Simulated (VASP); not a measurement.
# MnS (F-43m) in VASP: notebook

MnS is run at these levels: LDA+U; tasks: single point.

Everything below comes from runs of VASP 6.6.1. Logs are shortened: lines on timing, memory, paths and dates and some standing lists are left out, and cuts for length are marked.

## 1. The cell of the first run

The structure is cubic, space group F-43m (No. 216). The conventional cell has a = 5.524 Å, b = 5.524 Å, c = 5.524 Å, α = 90.00°, β = 90.00°, γ = 90.00°. Within 3.2 Å of Mn (site symmetry -43m) lie 4 S at 2.39 Å. S (site symmetry -43m) has 4 Mn at 2.39 Å within 3.2 Å.

## 2. Single point, LDA+U, collinear spin, ferromagnetic start

INCAR

```
SYSTEM = MnS
PREC = Accurate
ENCUT = 520
EDIFF = 1E-7
ISMEAR = 1
SIGMA = 0.1
LREAL = .False.
LASPH = .True.
NELM = 150
ALGO = Normal
ISIF = 2
LWAVE = .False.
LCHARG = .False.
ISPIN = 2
MAGMOM = 2.8 0
LORBIT = 11
LMAXMIX = 4
LDAU = .True.
LDAUTYPE = 1
LDAUL = 2 -1
LDAUU = 4.9 0
LDAUJ = 0.9 0
LDAUPRINT = 1
NBANDS = 20
```

KPOINTS

```
regular mesh
0
Gamma
  7 7 7
  0 0 0
```

POSCAR

```
MnS
1.0
    0.0000000000      2.7621575233      2.7621575233
    2.7621575233      0.0000000000      2.7621575233
    2.7621575233      2.7621575233      0.0000000000
Mn S
1 1
Direct
    0.0000000000      0.0000000000      0.0000000000
    0.2500000000      0.2500000000      0.2500000000
```

Potentials or basis: VASP PAW LDA potentials, release 64 (Mn_pv, S).

Started as:

```
$ cat potpaw_LDA.64/Mn_pv/POTCAR potpaw_LDA.64/S/POTCAR > POTCAR
$ mpirun -np 1 vasp_std > vasp.out
```

OUTCAR:

```text
SYSTEM = MnS
   PREC = Accurate
   ENCUT = 520
   EDIFF = 1E-7
   ISMEAR = 1
   LREAL = .False.
   LASPH = .True.
   NELM = 150
   ISIF = 2
   ISPIN = 2
   LORBIT = 11

 ion  position               nearest neighbor table
   1  0.000  0.000  0.000-   2 2.39   2 2.39   2 2.39   2 2.39
   2  0.250  0.250  0.250-   1 2.39   1 2.39   1 2.39   1 2.39

  LATTYP: Found a face centered cubic cell.
 ALAT       =     5.5243150466

  Lattice vectors:

 A1 = (   0.0000000000,   2.7621575233,   2.7621575233)
 A2 = (   2.7621575233,   0.0000000000,   2.7621575233)
 A3 = (   2.7621575233,   2.7621575233,   0.0000000000)

Analysis of symmetry for initial positions (statically):
=====================================================================
 Subroutine PRICEL returns:
 Original cell was already a primitive cell.

 Routine SETGRP: Setting up the symmetry group for a
 face centered cubic supercell.

 Subroutine GETGRP returns: Found 24 space group operations
 (whereof 24 operations were pure point group operations)
 out of a pool of 48 trial point group operations.

The static configuration has the point symmetry T_d .

Analysis of symmetry for dynamics (positions and initial velocities):
=====================================================================
 Subroutine PRICEL returns:
 Original cell was already a primitive cell.

 Routine SETGRP: Setting up the symmetry group for a
 face centered cubic supercell.

 Subroutine GETGRP returns: Found 24 space group operations
 (whereof 24 operations were pure point group operations)
 out of a pool of 48 trial point group operations.

The dynamic configuration has the point symmetry T_d .

Analysis of structural, dynamic, and magnetic symmetry:
=====================================================================
 Subroutine PRICEL returns:
 Original cell was already a primitive cell.

 Routine SETGRP: Setting up the symmetry group for a
 face centered cubic supercell.

 Subroutine GETGRP returns: Found 24 space group operations
 (whereof 24 operations were pure point group operations)
 out of a pool of 48 trial point group operations.

The overall configuration has the point symmetry T_d .

 Subroutine INISYM returns: Found 24 space group operations
 (whereof 24 operations are pure point group operations),
 and found     1 'primitive' translations

----------------------------------------------------------------------------------------

                                     Primitive cell

  volume of cell :      42.1478

  direct lattice vectors                    reciprocal lattice vectors
     0.000000000  2.762157523  2.762157523    -0.181017917  0.181017917  0.181017917
     2.762157523  0.000000000  2.762157523     0.181017917 -0.181017917  0.181017917
     2.762157523  2.762157523  0.000000000     0.181017917  0.181017917 -0.181017917

  length of vectors
     3.906280631  3.906280631  3.906280631     0.313532229  0.313532229  0.313532229

  position of ions in fractional coordinates (direct lattice)
     0.000000000  0.000000000  0.000000000
     0.250000000  0.250000000  0.250000000

  ion indices of the primitive-cell ions
   primitive index   ion index
                 1           1
                 2           2

----------------------------------------------------------------------------------------

 KPOINTS: regular mesh

Automatic generation of k-mesh.
 Grid dimensions read from file:
 generate k-points for:    7    7    7

 Generating k-lattice:

  Cartesian coordinates                     Fractional coordinates (reciprocal lattice)
    -0.025859702  0.025859702  0.025859702     0.142857143  0.000000000  0.000000000
[... 66 lines left out ...]
   NUPDOWN=      -1.0000    fix difference up-down
   EMIN   =  10.00;   EMAX   =-10.00  energy-range for DOS
   EFERMI =   0.00;   METHOD = LEGACY
   ISMEAR =     1;   SIGMA  =   0.10  broadening in eV -4-tet -1-fermi 0-gaus
   EFERMI_NEDOS =   21; number of points for ismear=-14 and -15
   IALGO  =     38    algorithm
   IMIX   =      4    mixing-type and parameters
     AMIX     =   0.40;   BMIX     =  1.00
     AMIX_MAG =   1.60;   BMIX_MAG =  1.00
  volume/ion in A,a.u.               =      21.07       142.21
  Fermi-wavevector in a.u.,A,eV,Ry     =   1.255262  2.372101 21.438452  1.575682
  Thomas-Fermi vector in A             =   2.389027
   LORBIT       =     11    0 simple, 1 ext, 2 COOP (PROOUT), +10 PAW based schemes
 LDA+U is selected, type is set to LDAUTYPE =  1
   angular momentum for each species LDAUL =     2   -1
   U (eV)           for each species LDAUU =   4.9  0.0
   J (eV)           for each species LDAUJ =   0.9  0.0
   GGA     = CA    functional components
   LHFCALC =     F    Hartree Fock is set to
   AEXX    =    0.0000 exact exchange contribution
   IVDW    =     0    specifies the selected vdW correction
   LEPSILON=     F    determine dielectric tensor
   LRPA    =     F    only Hartree local field effects (RPA)
 spin polarized calculation
 Methfessel and Paxton  Order N= 1 SIGMA  =   0.10
  energy-cutoff  :      520.00
  volume of cell :       42.15
 maximum number of plane-waves:      1154
 NGX is ok and might be reduce to    30
   NGX = 15   NGY = 15   NGZ = 15

atom =   1  type =  1  l = 2

 onsite density matrix

spin component  1

  0.9371  0.0000  0.0000  0.0000 -0.0000
  0.0000  0.9371  0.0000  0.0000 -0.0000
  0.0000  0.0000  0.9303  0.0000  0.0000
  0.0000  0.0000  0.0000  0.9371 -0.0000
 -0.0000 -0.0000  0.0000 -0.0000  0.9303

spin component  2

  0.0695 -0.0000 -0.0000 -0.0000  0.0000
 -0.0000  0.0695 -0.0000  0.0000 -0.0000
 -0.0000 -0.0000  0.0203  0.0000 -0.0000
 -0.0000  0.0000  0.0000  0.0695 -0.0000
  0.0000 -0.0000 -0.0000 -0.0000  0.0203

 occupancies and eigenvectors

  o =  0.0203  v =  0.0000  0.0000  0.0000  0.0000  0.0000  0.0000 -0.0000  0.9992 -0.0000  0.0394      0.0000  0.0000  0.0000  0.0000  0.0000  0.0000  0.0000  0.0000  0.0000  0.0000
  o =  0.0203  v =  0.0000  0.0000  0.0000  0.0000  0.0000  0.0000 -0.0000 -0.0394  0.0000  0.9992      0.0000  0.0000  0.0000  0.0000  0.0000  0.0000  0.0000  0.0000  0.0000  0.0000
  o =  0.0695  v =  0.0000  0.0000  0.0000  0.0000  0.0000  1.0000  0.0000  0.0000  0.0000  0.0000      0.0000  0.0000  0.0000  0.0000  0.0000  0.0000  0.0000  0.0000  0.0000  0.0000
  o =  0.0695  v =  0.0000  0.0000  0.0000  0.0000  0.0000  0.0000 -0.9998 -0.0000  0.0179 -0.0000      0.0000  0.0000  0.0000  0.0000  0.0000  0.0000  0.0000  0.0000  0.0000  0.0000
  o =  0.0695  v =  0.0000  0.0000  0.0000  0.0000  0.0000  0.0000  0.0179  0.0000  0.9998 -0.0000      0.0000  0.0000  0.0000  0.0000  0.0000  0.0000  0.0000  0.0000  0.0000  0.0000
  o =  0.9303  v =  0.0000 -0.0000  0.1998 -0.0000 -0.9798  0.0000  0.0000  0.0000  0.0000  0.0000      0.0000  0.0000  0.0000  0.0000  0.0000  0.0000  0.0000  0.0000  0.0000  0.0000
  o =  0.9303  v =  0.0000 -0.0000  0.9798 -0.0000  0.1998  0.0000  0.0000  0.0000  0.0000  0.0000      0.0000  0.0000  0.0000  0.0000  0.0000  0.0000  0.0000  0.0000  0.0000  0.0000
  o =  0.9371  v =  1.0000  0.0000  0.0000  0.0000  0.0000  0.0000  0.0000  0.0000  0.0000  0.0000      0.0000  0.0000  0.0000  0.0000  0.0000  0.0000  0.0000  0.0000  0.0000  0.0000
  o =  0.9371  v =  0.0000  0.7595  0.0000 -0.6505 -0.0000  0.0000  0.0000  0.0000  0.0000  0.0000      0.0000  0.0000  0.0000  0.0000  0.0000  0.0000  0.0000  0.0000  0.0000  0.0000
  o =  0.9371  v =  0.0000  0.6505  0.0000  0.7595 -0.0000  0.0000  0.0000  0.0000  0.0000  0.0000      0.0000  0.0000  0.0000  0.0000  0.0000  0.0000  0.0000  0.0000  0.0000  0.0000

 number of electron      18.9999997 magnetization       4.9999868

 Free energy of the ion-electron system (eV)
  ---------------------------------------------------
  ext. energy  EPLUGINS =         0.00000000
  ---------------------------------------------------
  free energy    TOTEN  =       -13.55039353 eV

  energy without entropy =      -13.55042075  energy(sigma->0) =      -13.55040260

 E-fermi :   4.6297     XC(G=0):  -9.8818

 val. band max:        4.5459476823   @ k =   0.0000   0.0000   0.0000
 cond. band min:       5.1330002210   @ k =   0.4286   0.4286   0.0000
 fundamental gap:      0.5870525387
 Fermi energy:         4.6297004332

 spin component 1

 k-point     1 :       0.0000    0.0000    0.0000
  band No.  band energies     occupation
      1     -45.6503      1.00000
      2     -45.6503      1.00000
      3     -45.6503      1.00000
      4      -9.2224      1.00000
      5      -1.3508      1.00000
      6      -1.3508      1.00000
[... 436 lines left out ...]
      6      -0.8243      1.00000
[... 12 lines left out ...]
     19      18.5415      0.00000
     20      19.0395      0.00000
 Fermi energy:         4.6297004332

 spin component 2

 k-point     1 :       0.0000    0.0000    0.0000
  band No.  band energies     occupation
      1     -41.2489      1.00000
      2     -41.2489      1.00000
      3     -41.2489      1.00000
      4      -8.9065      1.00000
      5       1.7280      1.00000
      6       1.7280      1.00000
[... 449 lines left out ...]
     19      19.3269      0.00000
     20      19.6649      0.00000

------------------------ aborting loop because EDIFF is reached ----------------------------------------

  FORCE on cell =-STRESS in cart. coord.  units (eV):
  Direction    XX          YY          ZZ          XY          YZ          ZX
  --------------------------------------------------------------------------------------
  -------------------------------------------------------------------------------------
  Total        0.7539308      0.7539308      0.7539308      0.0000000      0.0000000     -0.0000000
  in kB       28.6593777     28.6593777     28.6593777      0.0000000      0.0000000     -0.0000000
  external PRESSURE =      28.6593777 kB  Pullay stress =       0.0000000 kB

 VOLUME and BASIS-vectors are now :
 -----------------------------------------------------------------------------
  energy-cutoff  :      520.00
  volume of cell :       42.15
      direct lattice vectors                 reciprocal lattice vectors
     0.000000000  2.762157523  2.762157523    -0.181017917  0.181017917  0.181017917
     2.762157523  0.000000000  2.762157523     0.181017917 -0.181017917  0.181017917
     2.762157523  2.762157523  0.000000000     0.181017917  0.181017917 -0.181017917

 POSITION                                       TOTAL-FORCE (eV/Angst)
 -----------------------------------------------------------------------------------
      0.00000      0.00000      0.00000         0.000000      0.000000      0.000000
      1.38108      1.38108      1.38108        -0.000000     -0.000000     -0.000000
 -----------------------------------------------------------------------------------
    total drift:                               -0.000000     -0.000000     -0.000000

  FREE ENERGIE OF THE ION-ELECTRON SYSTEM (eV)
  ---------------------------------------------------
  free  energy   TOTEN  =       -13.5503935269 eV

  energy  without entropy=      -13.5504207518  energy(sigma->0) =      -13.55040260

 total charge

# of ion       s       p       d       tot
------------------------------------------
    1        0.284   6.240   4.901  11.426
    2        1.312   2.483   0.000   3.795
--------------------------------------------------
tot          1.596   8.724   4.901  15.221

 magnetization (x)

# of ion       s       p       d       tot
------------------------------------------
    1        0.042   0.061   4.412   4.515
    2        0.006   0.051   0.000   0.057
--------------------------------------------------
tot          0.048   0.111   4.412   4.572
```

Wall time 48 s (1 thread of Intel Xeon 8259CL, shared host); peak memory 0.17 GiB.

Results:

| Property | Result |
| --- | --- |
| Free energy | -13.5504 eV |
| Pressure | 2.9 GPa |
| Band gap on the k mesh | 0.59 eV (least direct gap 1.21 eV) |
| Net moment | 5.00 μB per cell |
| Site moments | Mn +4.51; S +0.06 μB |
| Valence electrons inside the program's atomic spheres | Mn 11.43; S 3.79 |

Eigenvalues of the final occupation matrices:
```tsv
site	spin	trace	eigenvalues
site 1 d	1	4.67	0.93 0.93 0.94 0.94 0.94
site 1 d	2	0.25	0.02 0.02 0.07 0.07 0.07
```

Caveat: semilocal functionals underestimate gaps, and a narrow one can read as zero; an odd mesh through Γ misses points on the zone boundary, where band edges can lie; a cell with one magnetic atom can't hold antiferromagnetic order, which such compounds often take. The state reached can hang on the start; a lower one may exist.

## 3. Single point, LDA+U, collinear spin, ferromagnetic start

This run uses another cell than the first one, of 21.95 Å³/atom.

INCAR

```
SYSTEM = MnS
ALGO = Normal ; EDIFF = 1E-7
ENCUT = 520 ; ISIF = 2
ISMEAR = 1 ; ISPIN = 2
LASPH = .TRUE. ; LCHARG = .FALSE.
LDAU = .TRUE. ; LDAUJ = 0.9 0
LDAUL = 2 -1 ; LDAUPRINT = 1
LDAUTYPE = 1 ; LDAUU = 4.9 0
LMAXMIX = 4 ; LORBIT = 11
LREAL = .FALSE. ; LWAVE = .FALSE.
MAGMOM = 2.8 0 ; NBANDS = 20
NELM = 150 ; PREC = Accurate
SIGMA = 0.1
```

KPOINTS

```
k-points
0
G
  7 7 7
  0 0 0
```

POSCAR

```
MnS
1.0
    0.0000000000      2.8000000000      2.8000000000
    2.8000000000      0.0000000000      2.8000000000
    2.8000000000      2.8000000000      0.0000000000
Mn S
1 1
Direct
    0.0000000000      0.0000000000      0.0000000000
    0.2500000000      0.2500000000      0.2500000000
```

Potentials or basis: VASP PAW LDA potentials, release 64 (Mn_pv, S).

Started as:

```
$ cat potpaw_LDA.64/Mn_pv/POTCAR potpaw_LDA.64/S/POTCAR > POTCAR
$ mpirun -np 1 vasp_std > vasp.out
```

Wall time 46 s (1 thread of Intel Xeon 8259CL, shared host); peak memory 0.17 GiB.

Results (log left out):

```yaml
Free_energy: -13.5652 eV
Pressure: -0.2 GPa
Band_gap_on_the_k_mesh: 0.84 eV (least direct gap 1.18 eV)
Net_moment: 5.00 μB per cell
Site_moments: Mn +4.53; S +0.05 μB
Valence_electrons_inside_the_program's_atomic_spheres: Mn 11.39; S 3.78
```

Levels at points of the mesh, in eV from the valence-band top:
Spin up:
```csv
k point,band 10,band 11,band 12,band 13,band 14,band 15
"(0.00, 0.00, 0.00)",0.00,0.00,0.00,1.18,6.08,6.08
```
Spin down:
```
           k point  band 3  band 4  band 5  band 6  band 7  band 8  band 9  band 10  band 11  band 12
(0.00, 0.00, 0.00)  -45.68  -13.14   -2.59   -2.59   -2.59    1.89    2.39     2.39     4.41     4.41
```

Eigenvalues of the final occupation matrices:
| site | spin | trace | eigenvalues |
| --- | --- | --- | --- |
| site 1 d | 1 | 4.68 | 0.93 0.93 0.94 0.94 0.94 |
| site 1 d | 2 | 0.23 | 0.02 0.02 0.06 0.06 0.06 |

Caveat: an odd mesh through Γ misses points on the zone boundary, where band edges can lie; a cell with one magnetic atom can't hold antiferromagnetic order, which such compounds often take. The state reached can hang on the start; a lower one may exist.

## 4. Single point, LDA+U, collinear spin, ferromagnetic start

This run uses another cell than the first one, of 22.83 Å³/atom.

INCAR

```
ALGO = Normal ; EDIFF = 1E-6
ENCUT = 520 ; ISIF = 2
ISMEAR = 1 ; ISPIN = 2
LASPH = True ; LCHARG = False
LDAU = True ; LDAUJ = 0.9 0
LDAUL = 2 -1 ; LDAUPRINT = 1
LDAUTYPE = 1 ; LDAUU = 4.9 0
LMAXMIX = 4 ; LORBIT = 11
LREAL = False ; LWAVE = False
MAGMOM = 2.8 0 ; NBANDS = 20
NELM = 150 ; PREC = Accurate
SIGMA = 0.1
```

KPOINTS

```
k-points
0
Gamma
  7 7 7
```

POSCAR

```
MnS
1.0
    0.0000000000      2.8368463307      2.8368463307
    2.8368463307      0.0000000000      2.8368463307
    2.8368463307      2.8368463307      0.0000000000
Mn S
1 1
Direct
    0.0000000000      0.0000000000      0.0000000000
    0.2500000000      0.2500000000      0.2500000000
```

Started as:

```
$ cat potpaw_LDA.64/Mn_pv/POTCAR potpaw_LDA.64/S/POTCAR > POTCAR
$ mpirun -np 1 vasp_std > vasp.out
```

Run time: 44 s. Hardware: 1 thread of Intel Xeon 8259CL, shared host; peak memory 0.17 GiB.

It converged, with:

| Property | Result |
| --- | --- |
| Free energy | -13.5502 eV |
| Pressure | -2.6 GPa |
| Band gap on the k mesh | 1.06 eV (least direct gap 1.14 eV) |
| Net moment | 5.00 μB per cell |
| Site moments | Mn +4.54; S +0.04 μB |
| Valence electrons inside the program's atomic spheres | Mn 11.35; S 3.76 |

Levels at points of the mesh, in eV from the valence-band top:
Spin up:
```tsv
k point	band 9	band 10	band 11	band 12	band 13	band 14	band 15	band 16
(0.00, 0.00, 0.00)	-4.42	0.00	0.00	0.00	1.14	6.12	6.12	6.12
```
Spin down:
```
           k point  band 4  band 5  band 6  band 7  band 8  band 9  band 10  band 11
(0.00, 0.00, 0.00)  -12.86   -2.38   -2.38   -2.38    1.86    2.53     2.53     4.41
```

Eigenvalues of the final occupation matrices:
```tsv
site	spin	trace	eigenvalues
site 1 d	1	4.68	0.93 0.93 0.94 0.94 0.94
site 1 d	2	0.22	0.02 0.02 0.06 0.06 0.06
```

Caveat: an odd mesh through Γ misses points on the zone boundary, where band edges can lie; a cell with one magnetic atom can't hold antiferromagnetic order, which such compounds often take.

## 5. Summary

```tsv
cell	gap on the mesh (eV)	pressure (GPa)	moment (μB)
a = 3.906 Å, angles 60.0°, 2 atoms	0.59	2.9	5.00
a = 3.960 Å, angles 60.0°, 2 atoms	0.84	-0.2	5.00
a = 4.012 Å, angles 60.0°, 2 atoms	1.06	-2.6	5.00
```

Alike in all rows: task single point; level LDA+U; potentials or basis VASP PAW LDA potentials, release 64 (Mn_pv, S); spin collinear, ferromagnetic start; Mn d U = 4.9 eV, J = 0.9 eV; k mesh 7 × 7 × 7; cutoff (eV) 520; smearing methfessel-paxton 0.1 eV.

Caveats: an odd mesh through Γ misses points on the zone boundary, where band edges can lie; a cell with one magnetic atom can't hold antiferromagnetic order, which such compounds often take; semilocal functionals underestimate gaps, and a narrow one can read as zero (at least some runs).

Absolute energies hang on the potentials; compare differences alone.
